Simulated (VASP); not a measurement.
WS2: single point with r2SCAN

Crystal: WS2.

```xyz
3
Lattice="1.5895 0.9177 6.2042 -1.5895 0.9177 6.2042 0.0000 -1.8353 6.2042" Properties=species:S:1:pos:R:3 pbc="T T T"
W     0.0000    0.0000    0.0000
S     0.0000    0.0000   10.8138
S     0.0000    0.0000   13.9649
```

```yaml
Program: VASP 6.6.1
Task: single point
Functional: r2SCAN
Potentials_or_basis: VASP PAW PBE potentials, release 64 (W_sv, S)
Cutoff: 520 eV
k_mesh: 10 × 10 × 10
Occupations: fermi-dirac, width 0.05 eV
Spin: no spin polarisation
```

```yaml
Pressure: -0.6 GPa
Largest_force: 0.673 eV/Å
Band_gap_on_the_k_mesh: 1.20 eV (least direct gap 2.31 eV)
```

Forces in eV/Å, atoms in the order of the input:
```
W    0.000  0.000 -0.593
S    0.000  0.000  0.673
S    0.000  0.000 -0.080
```

Stress tensor (GPa, compression positive):
```
-0.14  0.00  0.00
 0.00 -0.14  0.00
 0.00  0.00 -1.58
```

Levels at points of the mesh, in eV from the valence-band top:
```csv
k point,band 10,band 11,band 12,band 13,band 14,band 15,band 16,band 17
"(0.00, 0.00, 0.00)",-2.38,-2.38,-1.69,-1.17,2.31,2.31,2.61,2.61
"(0.50, 0.00, 0.00)",-4.28,-2.72,-1.96,-1.75,2.39,2.70,3.89,4.00
"(0.50, 0.50, 0.00)",-4.19,-3.31,-2.15,-1.58,2.34,2.82,3.47,4.48
"(0.50, 0.50, 0.50)",-3.65,-2.35,-2.35,0.00,2.40,2.40,2.48,2.48
```

It took 17 min on 1 thread of Intel Xeon 8259CL, on a shared host, peak memory 0.44 GiB.

Caveat: the PAW data sets were made with another functional, which shifts forces and pressure a little; spin-orbit coupling is left out, which moves the levels of the heavy elements. A k mesh can miss the band edges.
